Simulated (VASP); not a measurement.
ZnAu: single point with PBEsol

Crystal: ZnAu.

```xyz
2
Lattice="3.1275 0.0000 0.0000 0.0000 3.1275 0.0000 0.0000 0.0000 3.1275" Properties=species:S:1:pos:R:3 pbc="T T T"
Zn    1.5638    1.5638    1.5638
Au    0.0000    0.0000    0.0000
```

```json
{"Program": "VASP 6.6.1", "Task": "single point", "Functional": "PBEsol", "Potentials or basis": "VASP PAW PBE potentials, release 64 (Zn, Au)", "Cutoff": "520 eV", "k mesh": "10 × 10 × 10", "Occupations": "gaussian, width 0.05 eV", "Spin": "no spin polarisation"}
```

The pressure is 0.1 GPa.

Levels at points of the mesh, in eV from the Fermi level:
```
           k point  band 8  band 9  band 10  band 11  band 12  band 13  band 14  band 15  band 16  band 17
(0.00, 0.00, 0.00)   -5.52   -3.80    -3.80    -3.80     4.94     4.94     4.94     9.02    12.22    12.22
(0.50, 0.00, 0.00)   -5.56   -5.04    -5.04    -3.97    -2.42    10.41    11.19    11.19    11.31    11.31
(0.50, 0.50, 0.00)   -4.15   -4.15    -3.20    -2.14    -2.14     0.84     2.57    10.43    12.69    12.69
(0.50, 0.50, 0.50)   -6.61   -3.15    -3.15     1.39     3.62     3.70     3.70     3.70     5.94     5.94
```

Wall time 9.7 s on 1 thread of Intel(R) Xeon(R) Platinum 8488C (Sapphire Rapids), with other jobs on the host, peak memory 0.16 GiB.

Caveat: the PAW data sets were made with another functional, which shifts forces and pressure a little; spin-orbit coupling is left out, which moves the levels of the heavy elements.
